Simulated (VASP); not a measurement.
Set up this calculation in VASP 6.6.1, as the native input.

* Task: single point
* Functional: PBE
* Potentials or basis: VASP PAW PBE potentials, release 64 (Ti_sv, H)
* Cutoff: 520 eV
* k mesh: 9 × 9 × 1
* Occupations: gaussian, width 0.1 eV
* Spin: collinear spin
* Starting moments: [0.0, 0.0, 0.0, 0.0, 0.0, 1.0] μB
* Dipole correction: yes
* Further INCAR settings: ALGO = Normal; EDIFF = 1e-06; NBANDS = 44

The structure of Ti5H lies in POSCAR:

```
Ti5H
1.0
    2.9381632084      0.0000000000      0.0000000000
   -1.4690816042      2.5445239789      0.0000000000
    0.0000000000      0.0000000000     26.2117060745
Ti H
5 1
Direct
    0.6666666667      0.3333333333      0.1526035729
    0.3333333333      0.6666666667      0.2413132777
    0.6666666667      0.3333333333      0.3306032017
    0.3333333333      0.6666666667      0.4219530445
    0.6666666667      0.3333333333      0.5040383879
    1.3333333333     -0.3333333333      0.5204432720
```

One way to write it, as run:

INCAR

```
SYSTEM = Ti5H
PREC = Accurate
ENCUT = 520
EDIFF = 1E-6
ISMEAR = 0
SIGMA = 0.1
LREAL = .FALSE.
LASPH = .TRUE.
NELM = 150
ALGO = Normal
ISIF = 2
LWAVE = .FALSE.
LCHARG = .FALSE.
ISPIN = 2
MAGMOM = 0 0 0 0 0 1
LORBIT = 11
LMAXMIX = 4
LDIPOL = .TRUE.
IDIPOL = 3
DIPOL = 0.5 0.5 0.362
GGA = PE
NBANDS = 44
```

KPOINTS

```
Automatic mesh
0
G
  9 9 1
  0 0 0
```

Potentials or basis: VASP PAW PBE potentials, release 64 (Ti_sv, H).

Launch:

```bash
$ cat potpaw_PBE.64/Ti_sv/POTCAR potpaw_PBE.64/H/POTCAR > POTCAR
$ mpirun -np 1 vasp_std > vasp.out
```

It gave:

```json
{
 "Largest force": "1.312 eV/Å",
 "Net moment": "0.00 μB per cell",
 "Valence electrons inside the program's atomic spheres": "Ti 10.20, 10.24, 10.28, 10.39 (each value once); H 0.64"
}
```

Wall time 6.9 min on 1 thread of Intel(R) Xeon(R) 6975P-C (Granite Rapids), on a shared host, peak memory 0.49 GiB.
